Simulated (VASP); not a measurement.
Input of a VASP 6.6.1 run:

INCAR

```
SYSTEM = LaHg
PREC = Accurate
ENCUT = 520
EDIFF = 1E-8
ISMEAR = -1
SIGMA = 0.08
LREAL = .FALSE.
LASPH = .TRUE.
NELM = 100
ALGO = Normal
ISIF = 2
LWAVE = .FALSE.
LCHARG = .FALSE.
LEFG = .TRUE.
NBANDS = 18
```

KPOINTS

```
Automatic mesh
0
G
  11 11 11
  0 0 0
```

The input POSCAR:

```
LaHg
1.0
    3.8370000000      0.0191850000      0.0191850000
    0.0191850000      3.8370000000      0.0191850000
    0.0191850000      0.0191850000      3.8370000000
La Hg
1 1
Direct
    0.5000000000      0.5000000000      0.5000000000
    0.0000000000      0.0000000000      0.0000000000
```

Potentials or basis: VASP PAW LDA potentials, release 64 (La, Hg).

Run with:

```bash
$ cat potpaw_LDA.64/La/POTCAR potpaw_LDA.64/Hg/POTCAR > POTCAR
$ mpirun -np 1 vasp_std > vasp.out
```

Problem. Estimate the band gap on the k mesh.

Solution. Zero (an odd number of electrons rules out a gap without spin polarisation).

Problem. Predict the pressure.

Solution. -1.7 GPa.

Stress tensor (GPa, compression positive):
```
-1.71 -0.23 -0.23
-0.23 -1.71 -0.23
-0.23 -0.23 -1.71
```

Caveat: the cell differs from its parent crystal (equal xy, yz and zx shear strains of +1 %); without QUAD_EFG the Cq values of the log hold for a quadrupole moment of 1 mb, not for the nuclei; spin-orbit coupling is left out, which moves the levels of the heavy elements.
